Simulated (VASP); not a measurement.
MnPt3:

```xyz
4
Lattice="3.9000 0.0000 0.0000 0.0000 3.9000 0.0000 0.0000 0.0000 3.9000" Properties=species:S:1:pos:R:3 pbc="T T T"
Mn    0.0000    0.0000    0.0000
Pt    0.0000    1.9500    1.9500
Pt    1.9500    0.0000    1.9500
Pt    1.9500    1.9500    0.0000
```

Base run:

- Program: VASP 6.6.1
- Functional: PBEsol
- Potentials or basis: VASP PAW PBE potentials, release 64 (Mn_pv, Pt)
- Cutoff: 520 eV
- k mesh: 6 × 6 × 6
- Occupations: fermi-dirac, width 0.05 eV
- Spin: collinear spin, ferromagnetic start
- Starting moments: [2.8, 0.0, 0.0, 0.0] μB

Its results: pressure -4.9 GPa; net moment 4.14 μB per cell; site moments Mn +3.72; Pt +0.10 μB.

Problem. The run is repeated on the same cell with these changes: occupations from fermi-dirac, width 0.05 eV to fermi-dirac, width 0.25 eV. What comes out?

Solution. Pressure -4.4 GPa; net moment 4.07 μB per cell; site moments Mn +3.63; Pt +0.10 μB.

Caveats: the PAW data sets were made with another functional, which shifts forces and pressure a little.
